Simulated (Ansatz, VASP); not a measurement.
## Ca: VASP beside Ansatz

```
CELL_PARAMETERS angstrom
1.97128 -3.39549 0.00000
1.97128 3.39549 0.00000
0.00000 0.00000 6.50911
ATOMIC_POSITIONS crystal
Ca 0.83559 0.16441 0.25000
Ca 0.16441 0.83559 0.75000
```

Alike in both runs: task single point; functional PBE; k mesh 4 × 4 × 2; occupations gaussian, width 0.1 eV; no spin polarisation.

|  | VASP | Ansatz |
| --- | --- | --- |
| version | VASP 6.6.1 | Ansatz 0.2.0 |
| potentials or method | VASP PAW PBE potentials, release 64 (Ca_sv), cutoff 520 eV | scalar-relativistic, plane waves, PAW |
| valence electrons in the cell | 20 | 20 |

|  | VASP | Ansatz | Ansatz less VASP |
| --- | --- | --- | --- |
| gap on the k mesh at the Fermi level (eV) | none | none | - |
| pressure (GPa) | -0.4 | -0.4 | -0.01 |
| traceless stress, the component that is largest in VASP (GPa) | 1.15 | 1.15 | -0.002 |
| rms of the force components (eV/Å) | 0.011 | 0.011 | +0.0001 |

Atom by atom the forces differ by 0.000 eV/Å (rms over components). A gap of «none» marks a metal or a gap that the smearing closes.

The k mesh is coarse, so the values compare programs but aren't converged.
